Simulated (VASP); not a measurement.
# ZnSe (Stilleite) (F-43m) in VASP: further runs

Aim: see how the results for ZnSe (Stilleite) move with the level of theory and the settings. Levels: PBEsol, PBE+D4, LDA. Tasks: relaxation of cell and atoms.

Everything below comes from runs of VASP 6.6.1. Logs are shortened: lines on timing, memory, paths and dates and some standing lists are left out, and cuts for length are marked.

## 1. The cell of the first run

It takes space group F-43m (No. 216, cubic). Conventional cell: a = 5.668 Å, b = 5.668 Å, c = 5.668 Å, α = 90.00°, β = 90.00°, γ = 90.00°. Within 3.2 Å of Zn (site symmetry -43m) lie 4 Se at 2.45 Å. Se (site symmetry -43m) has 4 Zn at 2.45 Å within 3.2 Å.

## 2. Relaxation of cell and atoms, PBEsol

File INCAR:

```
SYSTEM = ZnSe
PREC = Accurate ; ENCUT = 600
EDIFF = 1E-6 ; ISMEAR = 0
SIGMA = 0.01 ; LREAL = .False.
LASPH = .True. ; NELM = 80
ALGO = Normal ; ISIF = 3
LWAVE = .False. ; LCHARG = .False.
GGA = PS ; IBRION = 2
NSW = 80 ; EDIFFG = -0.01
```

File KPOINTS:

```
Automatic mesh
0
Gamma
  6 6 6
  0 0 0
```

File POSCAR:

```
ZnSe
1.0
    0.0000000000      2.8338000000      2.8338000000
    2.8338000000      0.0000000000      2.8338000000
    2.8338000000      2.8338000000      0.0000000000
Zn Se
1 1
Direct
    0.0000000000      0.0000000000      0.0000000000
    0.2500000000      0.2500000000      0.2500000000
```

Potentials or basis: VASP PAW PBE potentials, release 64 (Zn, Se).

Launch:

```bash
$ cat potpaw_PBE.64/Zn/POTCAR potpaw_PBE.64/Se/POTCAR > POTCAR
$ mpirun -np 1 vasp_std > vasp.out
```

OUTCAR:

```text
SYSTEM = ZnSe
   PREC = Accurate
   ENCUT = 600
   EDIFF = 1E-6
   ISMEAR = 0
   LREAL = .False.
   LASPH = .True.
   NELM = 80
   ISIF = 3
   GGA = PS
   IBRION = 2
   NSW = 80
   EDIFFG = -0.01

 ion  position               nearest neighbor table
   1  0.000  0.000  0.000-   2 2.45   2 2.45   2 2.45   2 2.45
   2  0.250  0.250  0.250-   1 2.45   1 2.45   1 2.45   1 2.45

  LATTYP: Found a face centered cubic cell.
 ALAT       =     5.6676000000

  Lattice vectors:

 A1 = (   0.0000000000,   2.8338000000,   2.8338000000)
 A2 = (   2.8338000000,   0.0000000000,   2.8338000000)
 A3 = (   2.8338000000,   2.8338000000,   0.0000000000)

Analysis of symmetry for initial positions (statically):
=====================================================================
 Subroutine PRICEL returns:
 Original cell was already a primitive cell.

 Routine SETGRP: Setting up the symmetry group for a
 face centered cubic supercell.

 Subroutine GETGRP returns: Found 24 space group operations
 (whereof 24 operations were pure point group operations)
 out of a pool of 48 trial point group operations.

The static configuration has the point symmetry T_d .

Analysis of symmetry for dynamics (positions and initial velocities):
=====================================================================
 Subroutine PRICEL returns:
 Original cell was already a primitive cell.

 Routine SETGRP: Setting up the symmetry group for a
 face centered cubic supercell.

 Subroutine GETGRP returns: Found 24 space group operations
 (whereof 24 operations were pure point group operations)
 out of a pool of 48 trial point group operations.

The dynamic configuration has the point symmetry T_d .

 Subroutine INISYM returns: Found 24 space group operations
 (whereof 24 operations are pure point group operations),
 and found     1 'primitive' translations

----------------------------------------------------------------------------------------

                                     Primitive cell

  volume of cell :      45.5132

  direct lattice vectors                    reciprocal lattice vectors
     0.000000000  2.833800000  2.833800000    -0.176441527  0.176441527  0.176441527
     2.833800000  0.000000000  2.833800000     0.176441527 -0.176441527  0.176441527
     2.833800000  2.833800000  0.000000000     0.176441527  0.176441527 -0.176441527

  length of vectors
     4.007598393  4.007598393  4.007598393     0.305605690  0.305605690  0.305605690

  position of ions in fractional coordinates (direct lattice)
     0.000000000  0.000000000  0.000000000
     0.250000000  0.250000000  0.250000000

  ion indices of the primitive-cell ions
   primitive index   ion index
                 1           1
                 2           2

----------------------------------------------------------------------------------------

 KPOINTS: Automatic mesh

Automatic generation of k-mesh.
 Grid dimensions read from file:
 generate k-points for:    6    6    6

 Generating k-lattice:

  Cartesian coordinates                     Fractional coordinates (reciprocal lattice)
    -0.029406921  0.029406921  0.029406921     0.166666667  0.000000000  0.000000000
     0.029406921 -0.029406921  0.029406921     0.000000000  0.166666667  0.000000000
     0.029406921  0.029406921 -0.029406921     0.000000000  0.000000000  0.166666667

  Length of vectors
     0.050934282  0.050934282  0.050934282

  Shift w.r.t. Gamma in fractional coordinates (k-lattice)
     0.000000000  0.000000000  0.000000000

 Subroutine IBZKPT returns following result:
 ===========================================

 Found     16 irreducible k-points:

 Following reciprocal coordinates:
            Coordinates               Weight
  0.000000  0.000000  0.000000      1.000000
  0.166667  0.000000  0.000000      8.000000
  0.333333  0.000000  0.000000      8.000000
  0.500000  0.000000  0.000000      4.000000
  0.166667  0.166667  0.000000      6.000000
  0.333333  0.166667  0.000000     24.000000
[... 8 lines left out ...]
 -0.333333  0.333333  0.166667     24.000000
 -0.333333  0.500000  0.166667     12.000000
   k-points           NKPTS =     16   k-points in BZ     NKDIM =     16   number of bands    NBANDS=     13
   number of dos      NEDOS =    301   number of ions     NIONS =      2
   total plane-waves  NPLWV =  32768
   dimension x,y,z NGX =    32 NGY =   32 NGZ =   32
   dimension x,y,z NGXF=    64 NGYF=   64 NGZF=   64
   ions per type =               1   1
   NGX,Y,Z   is equivalent  to a cutoff of  13.27, 13.27, 13.27 a.u.
   NGXF,Y,Z  is equivalent  to a cutoff of  26.55, 26.55, 26.55 a.u.
 SYSTEM =  ZnSe
   PREC   = accura    normal or accurate (medium, high low for compatibility)
   ISTART =      0    job   : 0-new  1-cont  2-samecut
   ICHARG =      2    charge: 1-file 2-atom 10-const
   ISPIN  =      1    spin polarized calculation?
   LNONCOLLINEAR =      F non collinear calculations
   LSORBIT =      F    spin-orbit coupling
   LASPH  =      T    aspherical Exc in radial PAW
   ENCUT  =  600.0 eV  44.10 Ry    6.64 a.u.   8.00  8.00  8.00*2*pi/ulx,y,z
   NELM   =     80;   NELMIN=  2; NELMDL= -5     # of ELM steps
   EDIFF  = 0.1E-05   stopping-criterion for ELM
   LREAL  =      F    real-space projection
   EDIFFG = -.1E-01   stopping-criterion for IOM
   NSW    =     80    number of steps for IOM
   IBRION =      2    ionic relax: 0-MD 1-quasi-New 2-CG
   NFREE  =      1    steps in history (QN), initial steepest desc. (CG)
   ISIF   =      3    stress and relaxation
   ISYM   =      2    0-nonsym 1-usesym 2-fastsym
   POTIM  = 0.5000    time-step for ionic-motion
   TEBEG  =    0.0;   TEEND  =   0.0 temperature during run
   PSTRESS=    0.0 pullay stress
   NELECT =      18.0000    total number of electrons
   NUPDOWN=      -1.0000    fix difference up-down
   EMIN   =  10.00;   EMAX   =-10.00  energy-range for DOS
   EFERMI =   0.00;   METHOD = LEGACY
   ISMEAR =     0;   SIGMA  =   0.01  broadening in eV -4-tet -1-fermi 0-gaus
   EFERMI_NEDOS =   21; number of points for ismear=-14 and -15
   IALGO  =     38    algorithm
   IMIX   =      4    mixing-type and parameters
     AMIX     =   0.40;   BMIX     =  1.00
     AMIX_MAG =   1.60;   BMIX_MAG =  1.00
  volume/ion in A,a.u.               =      22.76       153.57
  Fermi-wavevector in a.u.,A,eV,Ry     =   1.201673  2.270834 19.647073  1.444019
  Thomas-Fermi vector in A             =   2.337476
   LORBIT       =      0    0 simple, 1 ext, 2 COOP (PROOUT), +10 PAW based schemes
   GGA     = PS    functional components
   LHFCALC =     F    Hartree Fock is set to
   AEXX    =    0.0000 exact exchange contribution
   IVDW    =     0    specifies the selected vdW correction
   LEPSILON=     F    determine dielectric tensor
   LRPA    =     F    only Hartree local field effects (RPA)
 conjugate gradient relaxation of ions
 non-spin polarized calculation
 Gauss-broadening in eV      SIGMA  =   0.01
  energy-cutoff  :      600.00
  volume of cell :       45.51
 maximum number of plane-waves:      1536
   NGX = 17   NGY = 17   NGZ = 17

--------------------------------------- Ionic step        1  -------------------------------------------

 number of electron      17.9999991 magnetization

 Free energy of the ion-electron system (eV)
  ---------------------------------------------------
  ext. energy  EPLUGINS =         0.00000000
  ---------------------------------------------------
  free energy    TOTEN  =        -6.76565234 eV

  energy without entropy =       -6.76565234  energy(sigma->0) =       -6.76565234

------------------------ aborting loop because EDIFF is reached ----------------------------------------

  FORCE on cell =-STRESS in cart. coord.  units (eV):
  Direction    XX          YY          ZZ          XY          YZ          ZX
  --------------------------------------------------------------------------------------
  -------------------------------------------------------------------------------------
  Total       -0.2504148     -0.2504148     -0.2504148     -0.0000000      0.0000000      0.0000000
  in kB       -8.8152182     -8.8152182     -8.8152182     -0.0000000      0.0000000      0.0000000
  external PRESSURE =      -8.8152182 kB  Pullay stress =       0.0000000 kB

 VOLUME and BASIS-vectors are now :
 -----------------------------------------------------------------------------
  energy-cutoff  :      600.00
  volume of cell :       45.51
      direct lattice vectors                 reciprocal lattice vectors
     0.000000000  2.833800000  2.833800000    -0.176441527  0.176441527  0.176441527
     2.833800000  0.000000000  2.833800000     0.176441527 -0.176441527  0.176441527
     2.833800000  2.833800000  0.000000000     0.176441527  0.176441527 -0.176441527
[... 37 lines left out ...]
 POSITION                                       TOTAL-FORCE (eV/Angst)
 -----------------------------------------------------------------------------------
      5.63337      5.63337      5.63337         0.000000      0.000000      0.000000
      1.40834      1.40834      1.40834        -0.000000     -0.000000     -0.000000
 -----------------------------------------------------------------------------------
    total drift:                                0.000000      0.000000      0.000000

  FREE ENERGIE OF THE ION-ELECTRON SYSTEM (eV)
  ---------------------------------------------------
  free  energy   TOTEN  =        -6.7672521655 eV

  energy  without entropy=       -6.7672521655  energy(sigma->0) =       -6.76725217

--------------------------------------- Ionic step        3  -------------------------------------------

 number of electron      17.9999986 magnetization

 Free energy of the ion-electron system (eV)
  ---------------------------------------------------
  ext. energy  EPLUGINS =         0.00000000
  ---------------------------------------------------
  free energy    TOTEN  =        -6.76740954 eV

  energy without entropy =       -6.76740954  energy(sigma->0) =       -6.76740954

 E-fermi :   1.6593     XC(G=0):  -9.5864

 val. band max:        1.6086309769   @ k =   0.0000   0.0000   0.0000
 cond. band min:       2.8315357286   @ k =   0.0000   0.0000   0.0000
 fundamental gap:      1.2229047517
 Fermi energy:         1.6592825122

 k-point     1 :       0.0000    0.0000    0.0000
  band No.  band energies     occupation
      1     -11.7651      2.00000
      2      -5.0028      2.00000
      3      -5.0028      2.00000
      4      -5.0028      2.00000
      5      -4.6193      2.00000
      6      -4.6193      2.00000
      7       1.6086      2.00000
      8       1.6086      2.00000
      9       1.6086      2.00000
     10       2.8315      0.00000
     11       7.3330      0.00000
     12       7.3330      0.00000
     13       7.3330      0.00000

 k-point     2 :       0.1667    0.0000    0.0000
  band No.  band energies     occupation
      1     -11.5844      2.00000
      2      -4.9899      2.00000
      3      -4.9753      2.00000
      4      -4.9753      2.00000
      5      -4.6212      2.00000
      6      -4.6212      2.00000
      7      -0.3513      2.00000
      8       1.3463      2.00000
      9       1.3463      2.00000
     10       4.1147      0.00000
     11       7.4022      0.00000
[... 246 lines left out ...]
 POSITION                                       TOTAL-FORCE (eV/Angst)
 -----------------------------------------------------------------------------------
      0.00000      0.00000      0.00000        -0.000000     -0.000000     -0.000000
      1.41052      1.41052      1.41052         0.000000      0.000000      0.000000
 -----------------------------------------------------------------------------------
    total drift:                                0.000001      0.000001      0.000000

  FREE ENERGIE OF THE ION-ELECTRON SYSTEM (eV)
  ---------------------------------------------------
  free  energy   TOTEN  =        -6.7674095440 eV

  energy  without entropy=       -6.7674095440  energy(sigma->0) =       -6.76740954

 reached required accuracy - stopping structural energy minimisation
```

Run time: 16 s. Hardware: 1 thread of AMD EPYC 9R14 (Zen 4), shared host; peak memory 0.16 GiB.

Results:

```
Free energy                            : -6.7674 eV
Relaxed volume                         : 22.45 Å³/atom
Relaxed cell                           : a = 3.990 Å, b = 3.990 Å, c = 3.990 Å, α = 60.00°, β = 60.00°, γ = 60.00°
Space group after relaxing (to 0.05 Å) : F-43m (No. 216)
Energy gained by relaxing              : 0.9 meV/atom
Ionic steps                            : 3
Pressure after relaxing                : 0.0 GPa
Band gap on the k mesh                 : 1.22 eV, direct
```

The path:
| step | energy change (eV) | largest force (eV/Å) | pressure (GPa) | volume (Å³) |
| --- | --- | --- | --- | --- |
| 1 | 0.0000 | 0.0000 | -0.88 | 45.51 |
| 2 | -0.0016 | 0.0000 | 0.44 | 44.69 |
| 3 | -0.0018 | 0.0000 | 0.01 | 44.90 |

Final structure:
```
CELL_PARAMETERS angstrom
0.00000 2.82103 2.82103
2.82103 0.00000 2.82103
2.82103 2.82103 0.00000
ATOMIC_POSITIONS crystal
Zn 0.00000 0.00000 0.00000
Se 0.25000 0.25000 0.25000
```

Caveat: the PAW data sets were made with another functional, which shifts forces and pressure a little.

(Part 1 of 2 ends here.)
